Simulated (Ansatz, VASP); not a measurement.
# Two plane-wave programs on MnO2

Contents of POSCAR:

```
MnO2
1.0
    4.3832916076     -0.0000000117      0.0000000000
   -0.0000000117      4.3832916076      0.0000000000
    0.0000000000      0.0000000000      2.8611299193
Mn O
2 4
Direct
    0.0000000000      0.0000000000      0.0000000000
    0.5000000000      0.5000000000      0.5000000000
    0.3047584487      0.3047584487      0.0000000000
    0.1952415517      0.8047584483      0.5000000000
    0.6952415513      0.6952415513      0.0000000000
    0.8047584483      0.1952415517      0.5000000000
```

INCAR.step1

```
ALGO = Normal
EDIFF = 1E-4
ENCUT = 520
GGA = PE
ISMEAR = 0
ISPIN = 2
LASPH = T
LCHARG = F
LMAXMIX = 4
LREAL = F
LWAVE = T
MAGMOM = 2.64 -2.64 0 0 0 0
NBANDS = 38
NELM = 150
PREC = Accurate
SIGMA = 0.05
```

File INCAR.step2:

```
ALGO = Normal
EDIFF = 1E-7
ENCUT = 520
ISIF = 2
ISMEAR = 0
ISPIN = 2
ISTART = 1
LASPH = T
LCHARG = F
LMAXMIX = 4
LMIXTAU = T
LORBIT = 11
LREAL = F
LWAVE = F
MAGMOM = 2.64 -2.64 0 0 0 0
METAGGA = R2SCAN
NBANDS = 38
NELM = 150
PREC = Accurate
SIGMA = 0.05
```

The input KPOINTS:

```
k-points
0
Gamma
  6 6 10
```

Input for Ansatz:

```yaml
crystal:
  lattice:
    - [4.3832916076, -1.17e-08, 0.0]
    - [-1.17e-08, 4.3832916076, 0.0]
    - [0.0, 0.0, 2.8611299193]
  atoms:
    - { symbol: Mn, position: [0.0, 0.0, 0.0], spin: 2.64 }
    - { symbol: Mn, position: [0.5, 0.5, 0.5], spin: -2.64 }
    - { symbol: O, position: [0.3047584487, 0.3047584487, 0.0] }
    - { symbol: O, position: [0.1952415517, 0.8047584483, 0.5] }
    - { symbol: O, position: [0.6952415513, 0.6952415513, 0.0] }
    - { symbol: O, position: [0.8047584483, 0.1952415517, 0.5] }
basis:
  ecutwfc: 500
  ecutrho_ratio: 4
kpoints:
  mp_grid: { grid: [6, 6, 10] }
  band_path:
    path:
      - [[0.0, 0.0, 0.0], [0.0, 0.5, 0.0], [0.5, 0.5, 0.0], [0.0, 0.0, 0.0], [0.0, 0.0, 0.5], [0.0, 0.5, 0.5], [0.5, 0.5, 0.5], [0.0, 0.0, 0.5]]
      - [[0.0, 0.5, 0.0], [0.0, 0.5, 0.5]]
      - [[0.5, 0.5, 0.0], [0.5, 0.5, 0.5]]
    npoints: 14
hamiltonian:
  xc: r2scan
scf:
  occupations: { method: gaussian, width: 0.05 }
  n_extra_bands: 22
output:
  forces: true
  stress: true
  eigenvalues: true
  populations: true
  dos: { projected: true, de: 0.02, nscf_kmesh: { grid: [9, 9, 15] } }
  bader: true
  write_density: true
  write_potential: true
  elf: true
  volumetric_format: npy
magnetization:
  spin_polarized: true
checkpoint:
  read: start.run
  write: ck
  compress: false
  write_wavefunctions: false
  write_every: 100000
```

Alike in both runs: task single point; functional r2SCAN; k mesh 6 × 6 × 10; occupations gaussian, width 0.05 eV; collinear spin.

|  | VASP | Ansatz |
| --- | --- | --- |
| version | VASP 6.6.1 | Ansatz 0.2.0 |
| potentials or method | VASP PAW PBE potentials, release 64 (Mn_pv, O), cutoff 520 eV | scalar-relativistic, plane waves, PAW |
| valence electrons in the cell | 50 | 54 |

|  | VASP | Ansatz | Ansatz less VASP |
| --- | --- | --- | --- |
| gap on the k mesh at the Fermi level (eV) | 0.32 | 0.38 | +0.060 |
| least direct gap on the mesh (eV) | 0.32 | 0.38 | +0.060 |
| pressure (GPa) | 1.0 | 0.0 | -1.04 |
| traceless stress, the component that is largest in VASP (GPa) | 0.37 | 0.01 | -0.362 |
| rms of the force components (eV/Å) | 0.014 | 0.000 | -0.0141 |
| net moment per atom (μB) | 0.00 | 0.00 | 0.000 |
| size of the moment on the site where the two differ most (μB) | 2.70 | 2.40 | -0.304 |

VASP's potentials were made for PBE, not for r2SCAN. Site moments also hang on the region over which each program counts them. Atom by atom the forces differ by 0.014 eV/Å (rms over components). VASP's potentials hold 50 valence electrons a cell and Ansatz's 54, so a difference there can come from the potentials and not from the codes. Ansatz's warnings: stability check not made.
